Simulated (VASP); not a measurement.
Wanted: the native input for a VASP 6.6.1 run.

* Task: single point
* Functional: PBE
* Potentials or basis: VASP PAW PBE potentials, release 64 (Nb_sv, P)
* Cutoff: 520 eV
* k mesh: 11 × 11 × 11
* Occupations: fermi-dirac, width 0.05 eV
* Spin: no spin polarisation
* Dipole correction: no
* Further INCAR settings: ALGO = Normal; EDIFF = 1e-06; NBANDS = 26

The structure of NbP lies in POSCAR:

```
NbP
1.0
   -1.7077732268      1.7077732268      5.8526878982
    1.7077732268     -1.7077732268      5.8526878982
    1.7077732268      1.7077732268     -5.8526878982
Nb P
2 2
Direct
    0.2498808000      0.7498808000      0.5000000000
    0.4998808000      0.4998808000      0.0000000000
    0.8327477700      0.3327477700      0.5000000000
    0.0827477700      0.0827477700      0.0000000000
```

One way to write it, as run:

INCAR

```
SYSTEM = NbP
PREC = Accurate ; ENCUT = 520
EDIFF = 1E-6 ; ISMEAR = -1
SIGMA = 0.05 ; LREAL = .False.
LASPH = .True. ; NELM = 60
ALGO = Normal ; ISIF = 2
LWAVE = .False. ; LCHARG = .False.
GGA = PE ; NBANDS = 26
```

KPOINTS

```
Automatic mesh
0
Gamma
  11 11 11
  0 0 0
```

Potentials or basis: VASP PAW PBE potentials, release 64 (Nb_sv, P).

Launch:

```console
$ cat potpaw_PBE.64/Nb_sv/POTCAR potpaw_PBE.64/P/POTCAR > POTCAR
$ mpirun -np 1 vasp_std > vasp.out
```

Results of the run:

```
Pressure               : -10.9 GPa
Largest force          : 0.003 eV/Å
Band gap on the k mesh : zero (filled and empty bands overlap)
```

Caveat: the cell stands under tension.

Run time: 5.9 min on 1 thread of AMD EPYC 9R45 96-Core Processor (Zen 5), on a shared host, peak memory 0.41 GiB.
